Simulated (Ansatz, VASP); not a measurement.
CaPb3: VASP beside Ansatz

```
CELL_PARAMETERS angstrom
4.89100 0.00000 0.00000
0.00000 4.89100 0.00000
0.00000 0.00000 4.89100
ATOMIC_POSITIONS crystal
Ca 0.00000 0.00000 0.00000
Pb 0.00000 0.50000 0.50000
Pb 0.50000 0.00000 0.50000
Pb 0.50000 0.50000 0.00000
```

Alike in both runs: task single point; functional LDA; k mesh 5 × 5 × 5; no spin polarisation.

|  | VASP | Ansatz |
| --- | --- | --- |
| version | VASP 6.6.1 | Ansatz 0.2.0 |
| potentials or method | VASP PAW LDA potentials, release 64 (Ca_sv, Pb_d), cutoff 520 eV | all-electron (LAPW or listed datasets) |
| occupations | methfessel-paxton of order 1, width 0.1 eV | cold, width 0.1 eV |

Ansatz gave:

```
gap on the k mesh at the Fermi level (eV) : none
pressure (GPa)                            : -2.2
```

Task: Which values does VASP return?

Result: gap on the k mesh at the Fermi level (eV): none; pressure (GPa): -2.1.

LDA's correlation is that of Perdew and Zunger in VASP and of Perdew and Wang (1992) in Ansatz. A gap of «none» marks a metal or a gap that the smearing closes. Ansatz ran all-electron here, and VASP with PAW potentials.

Spin-orbit coupling is off throughout.
